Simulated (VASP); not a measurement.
The system is Al5Ga3N8.

```
Al Ga N
1.0
     0.00000    0.00000   -5.08203
     3.12831    5.41839    0.00000
     3.12831   -5.41839    0.00000
Al Ga N
5 3 8
Direct
  0.00000 0.16667 0.33333
  0.00000 0.16667 0.83333
  0.00000 0.66667 0.33333
  0.50000 0.33333 0.66667
  0.50000 0.33333 0.16667
  0.00000 0.66667 0.83333
  0.50000 0.83333 0.66667
  0.50000 0.83333 0.16667
  0.62500 0.16667 0.33333
  0.62500 0.16667 0.83333
  0.62500 0.66667 0.33333
  0.62500 0.66667 0.83333
  0.12500 0.33333 0.66667
  0.12500 0.33333 0.16667
  0.12500 0.83333 0.66667
  0.12500 0.83333 0.16667
```

| Quantity | Value |
| --- | --- |
| Program | VASP 6.6.1 |
| Task | relaxation of cell and atoms |
| Functional | PBEsol |
| Potentials or basis | VASP PAW PBE potentials, release 64 (Al, Ga_d, N) |
| Cutoff | 600 eV |
| k mesh | 4 × 6 × 6 |
| Occupations | gaussian, width 0.1 eV |
| Spin | no spin polarisation |

At the start: pressure 0.8 GPa; volume 10.77 Å³/atom.

Q: Where does the relaxation end?

A: Over 6 steps the energy falls by 11.1 meV/atom and the volume is 10.79 Å³/atom (+0.3 %); space group Cm (No. 8, to 0.1 Å) before and after.

Step by step:
```csv
step,energy change (eV),largest force (eV/Å),pressure (GPa),volume (Å³)
1,0.0000,1.2056,0.76,172.28
2,-0.1560,0.3515,-0.91,173.56
3,-0.1598,0.2878,-0.75,173.39
4,-0.1760,0.1361,0.44,172.28
5,-0.1768,0.1271,0.20,172.48
6,-0.1782,0.0443,-0.09,172.72
```

Final structure:
```
CELL_PARAMETERS angstrom
0.00122 0.00070 -5.07064
3.13504 5.43127 -0.00150
3.13610 -5.43189 0.00000
ATOMIC_POSITIONS crystal
Al 0.00226 0.16877 0.33406
Al 0.00226 0.16877 0.83470
Al 0.00250 0.66440 0.33220
Al 0.50178 0.33076 0.66538
Al 0.50175 0.33277 0.16638
Ga 0.00233 0.66509 0.83254
Ga 0.50171 0.83464 0.66599
Ga 0.50171 0.83464 0.16865
N 0.62628 0.17399 0.33663
N 0.62628 0.17399 0.83736
N 0.62847 0.65927 0.32963
N 0.61791 0.65995 0.82998
N 0.12707 0.32572 0.66286
N 0.12484 0.33284 0.16642
N 0.11643 0.83721 0.66345
N 0.11643 0.83721 0.17376
```

Caveat: the PAW data sets were made with another functional, which shifts forces and pressure a little; the relaxation stopped at a loose force limit of 0.05 eV/Å, so its end isn't a converged minimum.
